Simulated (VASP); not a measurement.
Zn2SbO3: single point with PBE

Zn2SbO3:

```
Zn Sb O
1.0
     3.52282    0.00000    0.00000
     0.00000    5.04435    0.00000
     0.00000    0.00000    6.07849
Zn Sb O
2 1 3
Direct
  0.50000 0.50000 0.68847
  0.50000 0.50000 0.31153
  0.50000 0.00000 0.00000
  0.68800 0.00000 0.50000
  0.31200 0.00000 0.50000
  0.50000 0.50000 0.00000
```

```json
{
 "Program": "VASP 6.6.1",
 "Task": "single point",
 "Functional": "PBE",
 "Potentials or basis": "VASP PAW PBE potentials, release 64 (Zn, Sb, O)",
 "Cutoff": "520 eV",
 "k mesh": "6 × 4 × 4",
 "Occupations": "gaussian, width 0.1 eV",
 "Spin": "no spin polarisation",
 "Dipole correction": "no",
 "Further INCAR settings": "ALGO = Normal; EDIFF = 1e-06; NBANDS = 32"
}
```

* Pressure: 0.3 GPa
* Largest force: 0.466 eV/Å

Forces in eV/Å, atoms in the order of the input:
```
Zn   0.000  0.000 -0.083
Zn   0.000  0.000  0.083
Sb   0.000  0.000  0.000
O    0.466  0.000  0.000
O   -0.466  0.000  0.000
O    0.000  0.000  0.000
```

Stress tensor (GPa, compression positive):
```
 0.54  0.00  0.00
 0.00 -0.25  0.00
 0.00  0.00  0.62
```

Levels at points of the mesh, in eV from the Fermi level:
```
           k point  band 21  band 22  band 23  band 24  band 25  band 26  band 27  band 28
(0.00, 0.00, 0.00)    -2.75     0.22     0.28     0.39     2.43     3.09     3.77     4.10
(0.50, 0.00, 0.00)    -1.90    -1.59    -1.07    -0.81     1.24     1.73     3.46     3.51
(0.00, 0.50, 0.00)    -2.54    -0.25     0.19     0.25     0.26     2.74     2.79     3.65
(0.50, 0.50, 0.00)    -2.41    -1.20    -1.19    -0.94     0.63     1.43     2.44     3.46
(0.00, 0.00, 0.50)    -2.55    -0.16     0.14     0.28     1.08     2.31     3.29     3.62
(0.50, 0.00, 0.50)    -1.93    -1.42    -0.81    -0.27     0.71     0.90     3.24     3.37
(0.00, 0.50, 0.50)    -1.59    -1.51    -1.30     0.14     0.17     2.72     2.99     5.15
(0.50, 0.50, 0.50)    -2.29    -1.47    -0.53    -0.35    -0.33     0.20     1.94     3.91
```

Run time: 110 s on 1 thread of AMD EPYC 9R45 (Zen 5), on a shared host, peak memory 0.25 GiB.

Caveat: spin-orbit coupling is left out, which moves the levels of the heavy elements; an odd number of electrons without spin polarisation forces a metal; a magnetic or distorted state may lie lower.
